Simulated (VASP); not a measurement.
A run of VASP 6.6.1 is set up as follows.

Contents of INCAR:

```
SYSTEM = Mo
ALGO = Normal
EDIFF = 1E-7
ENCUT = 520
GGA = PE
ISIF = 2
ISMEAR = 0
LASPH = .True.
LCHARG = .False.
LREAL = .False.
LWAVE = .False.
NBANDS = 13
NELM = 60
PREC = Accurate
SIGMA = 0.05
```

KPOINTS

```
k-points
0
Gamma
  18 18 18
  0 0 0
```

File POSCAR:

```
Mo
1.0
   -1.5801017723      1.5801017723      1.5801017723
    1.5801017723     -1.5801017723      1.5801017723
    1.5801017723      1.5801017723     -1.5801017723
Mo
1
Direct
    0.0000000000      0.0000000000      0.0000000000
```

Potentials or basis: VASP PAW PBE potentials, release 64 (Mo_sv).

Run with:

```sh
$ cat potpaw_PBE.64/Mo_sv/POTCAR > POTCAR
$ mpirun -np 1 vasp_std > vasp.out
```

Question: Predict the pressure.

Answer: 0.5 GPa.

Question: Estimate the band gap on the k mesh.

Answer: Zero (band 7 reaches 16.37 eV, above the bottom of band 8 at 11.10 eV).
